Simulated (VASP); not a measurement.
# H15C2NO6 in VASP: further runs

Runs on H15C2NO6. Level: PBE+D3(BJ). Tasks: single point.

Program: VASP 6.6.1. These are calculated values, not measurements. Logs are shortened: lines on timing, memory, paths and dates and some standing lists are left out, and cuts for length are marked.

### 1 The cell of the first run

The cell holds an amorphous packing of atoms, 24 atoms: a = 6.647 Å, b = 6.647 Å, c = 6.647 Å, α = 90.00°, β = 90.00°, γ = 90.00°.

### 2 Single point, PBE+D3(BJ)

INCAR

```
SYSTEM = H15C2NO6
ALGO = Normal ; EDIFF = 1E-7
ENCUT = 520 ; GGA = PE
ISIF = 2 ; ISMEAR = -1
IVDW = 12 ; LASPH = .True.
LCHARG = .False. ; LREAL = Auto
LWAVE = .False. ; NBANDS = 50
NELM = 80 ; PREC = Accurate
SIGMA = 0.05
```

KPOINTS

```
k-points
0
Gamma
  1 1 1
  0 0 0
```

POSCAR

```
H15C2NO6
1.0
    6.6471370000      0.0000000000      0.0000000000
    0.0000000000      6.6471370000      0.0000000000
    0.0000000000      0.0000000000      6.6471370000
O H C N
6 15 2 1
Direct
    0.2596305748      0.5235938420      0.7053412620
    0.7639980942      0.8327645421      0.4325772133
    0.5477395757      0.5552164789      0.0601461953
    0.3349562376      0.9296333143     -0.0058070113
    0.8123497379      0.1617388057      0.6884768585
    0.5833338473      0.4294029144      0.4407461438
    0.3378597432      0.4855925190      0.8276646021
    0.1219021061      0.4640794977      0.7126225923
    0.7660741760      0.8837188101      0.2893275707
    0.6884317263      0.7045740143      0.4088075814
    0.4472000502      0.6691151393      0.0525338954
    0.5575332658      0.5072409370      0.1985516471
    0.4697962446      0.9850707154     -0.0313819318
    0.2562456588      0.9595860594     -0.1243693337
    0.8540669464      0.1359833564      0.8319521623
    0.7768607748      0.0276510022      0.6283908395
    0.4514424782      0.4169915559      0.4995383727
    0.6761407204      0.3602152325      0.5325450641
    1.2219245669      0.3415906728      0.2838364848
    1.0080129235      0.5181629324      0.2660092608
    1.0374541701      0.3760265510      0.4753775949
    1.0673467389      0.3761619476      0.3215218823
    0.9551029263      0.2211478415      0.2113391073
    0.8622057887      0.1070084760      0.1130561925
```

Potentials or basis: VASP PAW PBE potentials, release 64 (O, H, C, N).

Started as:

```
$ cat potpaw_PBE.64/O/POTCAR potpaw_PBE.64/H/POTCAR potpaw_PBE.64/C/POTCAR potpaw_PBE.64/N/POTCAR > POTCAR
$ mpirun -np 1 vasp_gam > vasp.out
```

OUTCAR:

```text
SYSTEM = H15C2NO6
   EDIFF = 1E-7
   ENCUT = 520
   GGA = PE
   ISIF = 2
   ISMEAR = -1
   IVDW = 12
   LASPH = .True.
   LREAL = Auto
   NELM = 80
   PREC = Accurate
 IVDW          = 12

 ion  position               nearest neighbor table
   1  0.260  0.524  0.705-   7 1.00   8 1.00
   2  0.764  0.833  0.433-  10 1.00   9 1.01
   3  0.548  0.555  0.060-  12 0.98  11 1.01
   4  0.335  0.930  0.994-  14 0.97  13 0.98
   5  0.812  0.162  0.688-  16 1.00  15 1.01
   6  0.583  0.429  0.441-  17 0.96  18 0.98
   7  0.338  0.486  0.828-   1 1.00
   8  0.122  0.464  0.713-   1 1.00
   9  0.766  0.884  0.289-   2 1.01
  10  0.688  0.705  0.409-   2 1.00
  11  0.447  0.669  0.053-   3 1.01
  12  0.558  0.507  0.199-   3 0.98
  13  0.470  0.985  0.969-   4 0.98
  14  0.256  0.960  0.876-   4 0.97
  15  0.854  0.136  0.832-   5 1.01
  16  0.777  0.028  0.628-   5 1.00
  17  0.451  0.417  0.500-   6 0.96
  18  0.676  0.360  0.533-   6 0.98
  19  0.222  0.342  0.284-  22 1.08
  20  0.008  0.518  0.266-  22 1.09
  21  0.037  0.376  0.475-  22 1.04
  22  0.067  0.376  0.322-  21 1.04  19 1.08  20 1.09  23 1.47
  23  0.955  0.221  0.211-  24 1.18  22 1.47
  24  0.862  0.107  0.113-  23 1.18

  LATTYP: Found a simple cubic cell.
 ALAT       =     6.6471370000

  Lattice vectors:

 A1 = (   6.6471370000,   0.0000000000,   0.0000000000)
 A2 = (   0.0000000000,   6.6471370000,   0.0000000000)
 A3 = (   0.0000000000,   0.0000000000,   6.6471370000)

Analysis of symmetry for initial positions (statically):
=====================================================================
 Subroutine PRICEL returns:
 Original cell was already a primitive cell.

 Routine SETGRP: Setting up the symmetry group for a
 simple cubic supercell.

 Subroutine GETGRP returns: Found  1 space group operations
 (whereof  1 operations were pure point group operations)
 out of a pool of 48 trial point group operations.

The static configuration has the point symmetry C_1 .

Analysis of symmetry for dynamics (positions and initial velocities):
=====================================================================
 Subroutine PRICEL returns:
 Original cell was already a primitive cell.

 Routine SETGRP: Setting up the symmetry group for a
 simple cubic supercell.

 Subroutine GETGRP returns: Found  1 space group operations
 (whereof  1 operations were pure point group operations)
 out of a pool of 48 trial point group operations.

The dynamic configuration has the point symmetry C_1 .

 Subroutine INISYM returns: Found  1 space group operations
 (whereof  1 operations are pure point group operations),
 and found     1 'primitive' translations

----------------------------------------------------------------------------------------

                                     Primitive cell

  volume of cell :     293.7000

  direct lattice vectors                    reciprocal lattice vectors
     6.647137000  0.000000000  0.000000000     0.150440709  0.000000000  0.000000000
     0.000000000  6.647137000  0.000000000     0.000000000  0.150440709  0.000000000
     0.000000000  0.000000000  6.647137000     0.000000000  0.000000000  0.150440709

  length of vectors
     6.647137000  6.647137000  6.647137000     0.150440709  0.150440709  0.150440709

  position of ions in fractional coordinates (direct lattice)
     0.259630575  0.523593842  0.705341262
     0.763998094  0.832764542  0.432577213
     0.547739576  0.555216479  0.060146195
     0.334956238  0.929633314  0.994192989
     0.812349738  0.161738806  0.688476859
     0.583333847  0.429402914  0.440746144
[... 16 lines left out ...]
     0.955102926  0.221147841  0.211339107
     0.862205789  0.107008476  0.113056192

  ion indices of the primitive-cell ions
   primitive index   ion index
                 1           1
                 2           2
                 3           3
                 4           4
                 5           5
                 6           6
[... 16 lines left out ...]
                23          23
                24          24

----------------------------------------------------------------------------------------

 KPOINTS: k-points

Automatic generation of k-mesh.
 Grid dimensions read from file:
 generate k-points for:    1    1    1

 Generating k-lattice:

  Cartesian coordinates                     Fractional coordinates (reciprocal lattice)
     0.150440709  0.000000000  0.000000000     1.000000000  0.000000000  0.000000000
     0.000000000  0.150440709  0.000000000     0.000000000  1.000000000  0.000000000
     0.000000000  0.000000000  0.150440709     0.000000000  0.000000000  1.000000000

  Length of vectors
     0.150440709  0.150440709  0.150440709

  Shift w.r.t. Gamma in fractional coordinates (k-lattice)
     0.000000000  0.000000000  0.000000000

 Subroutine IBZKPT returns following result:
 ===========================================

 Found      1 irreducible k-points:

 Following reciprocal coordinates:
            Coordinates               Weight
  0.000000  0.000000  0.000000      1.000000
   k-points           NKPTS =      1   k-points in BZ     NKDIM =      1   number of bands    NBANDS=     50
   number of dos      NEDOS =    301   number of ions     NIONS =     24
   total plane-waves  NPLWV = 125000
   dimension x,y,z NGX =    50 NGY =   50 NGZ =   50
   dimension x,y,z NGXF=   100 NGYF=  100 NGZF=  100
   ions per type =               6  15   2   1
   NGX,Y,Z   is equivalent  to a cutoff of  12.51, 12.51, 12.51 a.u.
   NGXF,Y,Z  is equivalent  to a cutoff of  25.01, 25.01, 25.01 a.u.
 SYSTEM =  H15C2NO6
   PREC   = accura    normal or accurate (medium, high low for compatibility)
   ISTART =      0    job   : 0-new  1-cont  2-samecut
   ICHARG =      2    charge: 1-file 2-atom 10-const
   ISPIN  =      1    spin polarized calculation?
   LNONCOLLINEAR =      F non collinear calculations
   LSORBIT =      F    spin-orbit coupling
   LASPH  =      T    aspherical Exc in radial PAW
   ENCUT  =  520.0 eV  38.22 Ry    6.18 a.u.  12.36 12.36 12.36*2*pi/ulx,y,z
   NELM   =     80;   NELMIN=  2; NELMDL= -5     # of ELM steps
   EDIFF  = 0.1E-06   stopping-criterion for ELM
   LREAL  =      T    real-space projection
   EDIFFG = 0.1E-05   stopping-criterion for IOM
   NSW    =      0    number of steps for IOM
   IBRION =     -1    ionic relax: 0-MD 1-quasi-New 2-CG
   NFREE  =      0    steps in history (QN), initial steepest desc. (CG)
   ISIF   =      2    stress and relaxation
   ISYM   =      2    0-nonsym 1-usesym 2-fastsym
   POTIM  = 0.5000    time-step for ionic-motion
   TEBEG  =    0.0;   TEEND  =   0.0 temperature during run
   PSTRESS=    0.0 pullay stress
   NELECT =      64.0000    total number of electrons
   NUPDOWN=      -1.0000    fix difference up-down
   EMIN   =  10.00;   EMAX   =-10.00  energy-range for DOS
   EFERMI =   0.00;   METHOD = LEGACY
   ISMEAR =    -1;   SIGMA  =   0.05  broadening in eV -4-tet -1-fermi 0-gaus
   EFERMI_NEDOS =   21; number of points for ismear=-14 and -15
   IALGO  =     38    algorithm
   IMIX   =      4    mixing-type and parameters
     AMIX     =   0.40;   BMIX     =  1.00
     AMIX_MAG =   1.60;   BMIX_MAG =  1.00
  volume/ion in A,a.u.               =      12.24        82.58
  Fermi-wavevector in a.u.,A,eV,Ry     =   0.985145  1.861654 13.204601  0.970511
  Thomas-Fermi vector in A             =   2.116430
   LORBIT       =      0    0 simple, 1 ext, 2 COOP (PROOUT), +10 PAW based schemes
   GGA     = PE    functional components
   LHFCALC =     F    Hartree Fock is set to
   AEXX    =    0.0000 exact exchange contribution
   IVDW    =    12    specifies the selected vdW correction
   LEPSILON=     F    determine dielectric tensor
   LRPA    =     F    only Hartree local field effects (RPA)
 non-spin polarized calculation
  energy-cutoff  :      520.00
  volume of cell :      293.70
 maximum number of plane-waves:      3941
 NGX is ok and might be reduce to    50
   NGX = 25   NGY = 25   NGZ = 25

 number of electron      63.9999998 magnetization

 Free energy of the ion-electron system (eV)
  ---------------------------------------------------
  ext. energy  EPLUGINS =         0.00000000
  ---------------------------------------------------
  free energy    TOTEN  =      -123.75234930 eV

  energy without entropy =     -123.75234930  energy(sigma->0) =     -123.75234930

 E-fermi :  -2.6362     XC(G=0):  -6.2540

 val. band max:       -3.9270885024   @ k =   0.0000   0.0000   0.0000
 cond. band min:       0.7634447870   @ k =   0.0000   0.0000   0.0000
 fundamental gap:      4.6905332894
 Fermi energy:        -2.6362467793

 k-point     1 :       0.0000    0.0000    0.0000
  band No.  band energies     occupation
      1     -22.7479      2.00000
      2     -22.6795      2.00000
      3     -22.3183      2.00000
      4     -21.9089      2.00000
      5     -21.6690      2.00000
      6     -21.4665      2.00000
[... 36 lines left out ...]
     43       5.7718      0.00000
     44       6.0010      0.00000
 [bands above 44 left out]

------------------------ aborting loop because EDIFF is reached ----------------------------------------

 Edisp (eV)   -0.79859

 E8    (eV) :    -0.1732

  FORCE on cell =-STRESS in cart. coord.  units (eV):
  Direction    XX          YY          ZZ          XY          YZ          ZX
  --------------------------------------------------------------------------------------
  -------------------------------------------------------------------------------------
  Total      -2.82286    -3.53158     0.53168    -0.19919    -1.54240    -2.76905
  in kB     -15.39911   -19.26528     2.90040    -1.08661    -8.41403   -15.10561
  external pressure =      -10.59 kB  Pullay stress =        0.00 kB

 VOLUME and BASIS-vectors are now :
 -----------------------------------------------------------------------------
  energy-cutoff  :      520.00
  volume of cell :      293.70
      direct lattice vectors                 reciprocal lattice vectors
     6.647137000  0.000000000  0.000000000     0.150440709  0.000000000  0.000000000
     0.000000000  6.647137000  0.000000000     0.000000000  0.150440709  0.000000000
     0.000000000  0.000000000  6.647137000     0.000000000  0.000000000  0.150440709

 POSITION                                       TOTAL-FORCE (eV/Angst)
 -----------------------------------------------------------------------------------
      1.72580      3.48040      4.68850        -0.478509     -0.595645      0.263161
      5.07840      5.53550      2.87540        -0.598027     -0.647224     -1.845155
      3.64090      3.69060      0.39980        -0.969882      1.006278     -1.057598
      2.22650      6.17940      6.60854         0.662348      0.093496      0.375864
      5.39980      1.07510      4.57640         0.157210     -0.579652      0.714144
      3.87750      2.85430      2.92970         0.707491      0.087884     -0.324554
[... 16 lines left out ...]
      6.34870      1.47000      1.40480        -0.827496     -0.378323     -0.412854
      5.73120      0.71130      0.75150         0.894623      0.826664      0.749558
 -----------------------------------------------------------------------------------
    total drift:                                0.001667     -0.011792      0.005643

  FREE ENERGIE OF THE ION-ELECTRON SYSTEM (eV)
  ---------------------------------------------------
  free  energy   TOTEN  =      -124.5509372725 eV

  energy  without entropy=     -124.5509372725  energy(sigma->0) =     -124.55093727
```

It took 19 s on 1 thread of Intel Xeon 6975P-C (Granite Rapids), shared host; peak memory 0.33 GiB.

Results:

```
Free energy                : -124.5509 eV
Pressure                   : -1.1 GPa
Largest force              : 2.829 eV/Å
Band gap on the k mesh     : 4.69 eV
Dispersion energy per atom : -0.033 eV
```

Forces on the atoms (eV/Å):
```
O   -0.479 -0.596  0.263
O   -0.598 -0.647 -1.845
O   -0.970  1.006 -1.058
O    0.662  0.093  0.376
O    0.157 -0.580  0.714
O    0.707  0.088 -0.325
H   -0.487  0.135 -0.359
H    1.212  0.404  0.493
H    0.279  0.059  1.344
H    0.281  0.484  0.875
H    0.897 -0.717  0.319
H   -0.128 -0.149  0.290
H   -0.422 -0.031 -0.017
H   -0.091 -0.070 -0.302
H   -0.656  0.152 -1.062
H    0.323  0.577  0.069
H   -0.587  0.246  0.724
H   -0.072 -0.322  0.209
H    0.606  0.491  0.071
H    0.384  0.568 -0.328
H   -0.346 -0.589  1.732
C   -0.740 -1.051 -2.520
C   -0.827 -0.378 -0.413
N    0.895  0.827  0.750
```

Stress tensor (GPa, compression positive):
```
-1.54 -0.11 -1.51
-0.11 -1.93 -0.84
-1.51 -0.84  0.29
```

Caveat: the k points lie up to 0.95 Å⁻¹ apart.

### 3 Single point, PBE+D3(BJ)

INCAR

```
SYSTEM = H15C2NO6
PREC = Accurate
ENCUT = 520
EDIFF = 1E-6
ISMEAR = -1
SIGMA = 0.05
LREAL = Auto
LASPH = .True.
NELM = 80
ALGO = Normal
ISIF = 2
LWAVE = .False.
LCHARG = .False.
GGA = PE
IVDW = 12
NBANDS = 50
```

KPOINTS

```
regular mesh
0
Gamma
  1 1 1
  0 0 0
```

POSCAR

```
H15C2NO6
1.0
    6.6471370000      0.0000000000      0.0000000000
    0.0000000000      6.6471370000      0.0000000000
    0.0000000000      0.0000000000      6.6471370000
O H C N
6 15 2 1
Direct
    0.2616163921      0.5686207460      0.7391302451
    0.7798244568      0.8137337925      0.4376470652
    0.5102196630      0.5754808424      0.0798840162
    0.3841954815      0.9626550498      0.0026176683
    0.8363901632      0.1874491228      0.7009483933
    0.5838603898      0.4457558194      0.4992374913
    0.3462092025      0.5389989705      0.8588810491
    0.1999357016      0.4412275541      0.7056571874
    0.7425302051      0.8220832518      0.2973911926
    0.7072368149      0.6898458690      0.4869916176
    0.4727749706      0.7189260579      0.0891511639
    0.5413007134      0.5439484698      0.2236902895
    0.4816359284      1.0583654286     -0.0457339754
    0.2764498460      0.9553285873     -0.0898883233
    0.8500953117      0.1637396672      0.8484404639
    0.8383759805      0.0513002816      0.6405314047
    0.4524052987      0.4641998503      0.5681543798
    0.6623302634      0.3541976042      0.5873807024
    1.2220900517      0.2995725829      0.2682508274
    1.0154146063      0.4882553195      0.3173697187
    1.0524531088      0.2902001268      0.4919712050
    1.0700847598      0.3336925356      0.3331509490
    0.9292572125      0.2082701169      0.2067957980
    0.8298309483      0.1121685923      0.0988846777
```

Potentials or basis: VASP PAW PBE potentials, release 64 (O, H, C, N).

Started as:

```
$ cat potpaw_PBE.64/O/POTCAR potpaw_PBE.64/H/POTCAR potpaw_PBE.64/C/POTCAR potpaw_PBE.64/N/POTCAR > POTCAR
$ mpirun -np 1 vasp_gam > vasp.out
```

OUTCAR:

```text
SYSTEM = H15C2NO6
   PREC = Accurate
   ENCUT = 520
   EDIFF = 1E-6
   ISMEAR = -1
   LREAL = Auto
   LASPH = .True.
   NELM = 80
   ISIF = 2
   GGA = PE
   IVDW = 12
 IVDW          = 12

 ion  position               nearest neighbor table
   1  0.262  0.569  0.739-   8 0.97   7 0.99
   2  0.780  0.814  0.438-   9 0.97  10 1.01
   3  0.510  0.575  0.080-  11 0.99  12 1.00
   4  0.384  0.963  0.003-  14 0.95  13 0.96
   5  0.836  0.187  0.701-  16 0.99  15 1.00
   6  0.584  0.446  0.499-  18 0.99  17 0.99
[... 286 lines left out ...]
  -------------------------------------------------------------------------------------
  Total      -1.69651    -2.03974    -0.38143     0.02950    -1.81286    -0.47682
  in kB      -9.25472   -11.12711    -2.08076     0.16095    -9.88942    -2.60114
  external pressure =       -7.49 kB  Pullay stress =        0.00 kB

 VOLUME and BASIS-vectors are now :
 -----------------------------------------------------------------------------
  energy-cutoff  :      520.00
  volume of cell :      293.70
      direct lattice vectors                 reciprocal lattice vectors
     6.647137000  0.000000000  0.000000000     0.150440709  0.000000000  0.000000000
     0.000000000  6.647137000  0.000000000     0.000000000  0.150440709  0.000000000
     0.000000000  0.000000000  6.647137000     0.000000000  0.000000000  0.150440709

 POSITION                                       TOTAL-FORCE (eV/Angst)
 -----------------------------------------------------------------------------------
      1.73900      3.77970      4.91310         0.434033     -0.170305      0.079479
      5.18360      5.40900      2.90910        -0.226682     -0.691154      0.805886
      3.39150      3.82530      0.53100         0.215934      0.251130      1.222858
      2.55380      6.39890      0.01740         0.610669     -0.091790      1.304920
      5.55960      1.24600      4.65930         0.334964     -0.429393      0.125302
      3.88100      2.96300      3.31850        -0.355092     -0.004549      0.088992
[... 16 lines left out ...]
      6.17690      1.38440      1.37460         1.028776      0.774557      0.777821
      5.51600      0.74560      0.65730         0.057619      0.091759      0.355484
 -----------------------------------------------------------------------------------
    total drift:                               -0.000496      0.000894      0.008355

  FREE ENERGIE OF THE ION-ELECTRON SYSTEM (eV)
  ---------------------------------------------------
  free  energy   TOTEN  =      -124.8860814866 eV

  energy  without entropy=     -124.8860814866  energy(sigma->0) =     -124.88608149
```

OSZICAR:

```text
N       E                     dE             d eps       ncg     rms          rms(c)
DAV:   1     0.491551503965E+03    0.49155E+03   -0.33729E+04   100   0.116E+03
DAV:   2    -0.842289389817E+02   -0.57578E+03   -0.54870E+03   128   0.286E+02
DAV:   3    -0.135966642337E+03   -0.51738E+02   -0.51356E+02   128   0.893E+01
DAV:   4    -0.136781496414E+03   -0.81485E+00   -0.81333E+00   128   0.130E+01
DAV:   5    -0.136795215991E+03   -0.13720E-01   -0.13715E-01   128   0.158E+00    0.213E+01
DAV:   6    -0.124924601073E+03    0.11871E+02   -0.35192E+01   120   0.249E+01    0.897E+00
DAV:   7    -0.124326880196E+03    0.59772E+00   -0.18171E+00   128   0.562E+00    0.546E+00
DAV:   8    -0.124099630829E+03    0.22725E+00   -0.50724E-01   128   0.346E+00    0.140E+00
DAV:   9    -0.124088986365E+03    0.10644E-01   -0.55704E-02   128   0.124E+00    0.435E-01
DAV:  10    -0.124090866282E+03   -0.18799E-02   -0.20515E-02   120   0.716E-01    0.233E-01
DAV:  11    -0.124091592354E+03   -0.72607E-03   -0.43047E-03   120   0.342E-01    0.109E-01
DAV:  12    -0.124091633216E+03   -0.40863E-04   -0.77891E-04   120   0.159E-01    0.462E-02
DAV:  13    -0.124091509087E+03    0.12413E-03   -0.18233E-04   120   0.799E-02    0.181E-02
DAV:  14    -0.124091490929E+03    0.18158E-04   -0.33700E-05   120   0.298E-02    0.121E-02
DAV:  15    -0.124091483055E+03    0.78736E-05   -0.16302E-05   120   0.216E-02    0.528E-03
DAV:  16    -0.124091482531E+03    0.52440E-06   -0.22299E-06   128   0.883E-03
   1 F= -.12488608E+03 E0= -.12488608E+03  d E =-.235492E-10
```

Run time: 17 s. Hardware: 1 thread of Intel Xeon 6975P-C (Granite Rapids), shared host; peak memory 0.33 GiB.

What came out:

| Quantity | Value |
| --- | --- |
| Free energy | -124.8861 eV |
| Pressure | -0.7 GPa |
| Largest force | 2.331 eV/Å |
| Band gap on the k mesh | 4.74 eV |
| Dispersion energy per atom | -0.033 eV |

Forces on the atoms (eV/Å):
```
O    0.434 -0.170  0.079
O   -0.227 -0.691  0.806
O    0.216  0.251  1.223
O    0.611 -0.092  1.305
O    0.335 -0.429  0.125
O   -0.355 -0.005  0.089
H   -0.105  0.186  0.084
H   -0.561 -0.181  0.177
H    0.031  0.267 -0.329
H    0.384  0.550 -0.227
H   -0.065  0.036 -0.498
H   -0.185 -0.488 -0.820
H    0.350  0.230 -0.199
H   -0.973 -0.104 -1.044
H   -0.303  0.053 -0.387
H   -0.261  0.234 -0.107
H    0.501  0.412 -0.042
H    0.141 -0.087 -0.146
H   -0.487  0.534  0.506
H    0.420  0.298 -0.065
H   -0.021 -0.235 -0.100
C   -0.966 -1.436 -1.562
C    1.029  0.775  0.778
N    0.058  0.092  0.355
```

Caveat: the k points lie up to 0.95 Å⁻¹ apart.
